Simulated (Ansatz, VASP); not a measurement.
MgO: VASP beside Ansatz

```
Mg O
1.0
     0.00000    2.10600    2.10600
     2.10600    0.00000    2.10600
     2.10600    2.10600    0.00000
Mg O
1 1
Direct
  0.00000 0.00000 0.00000
  0.50000 0.50000 0.50000
```

Alike in both runs: task single point; functional r2SCAN; k mesh 8 × 8 × 8; occupations gaussian, width 0.03 eV; no spin polarisation.

|  | VASP | Ansatz |
| --- | --- | --- |
| version | VASP 6.6.1 | Ansatz 0.2.0 |
| potentials or method | VASP PAW PBE potentials, release 64 (Mg, O) | scalar-relativistic, plane waves, PAW |
| plane-wave cutoff (eV) | 660 | 500 |
| valence electrons in the cell | 8 | 16 |

Ansatz gave:

* gap on the k mesh at the Fermi level (eV): 5.63
* least direct gap on the mesh (eV): 5.63

Q: Estimate VASP's values.

A: gap on the k mesh at the Fermi level (eV): 5.61; least direct gap on the mesh (eV): 5.61.

VASP's potentials were made for PBE, not for r2SCAN. The functional is the same, so the differences come from potentials, cutoffs and numerics. VASP's potentials hold 8 valence electrons a cell and Ansatz's 16, so a difference there can come from the potentials and not from the codes.
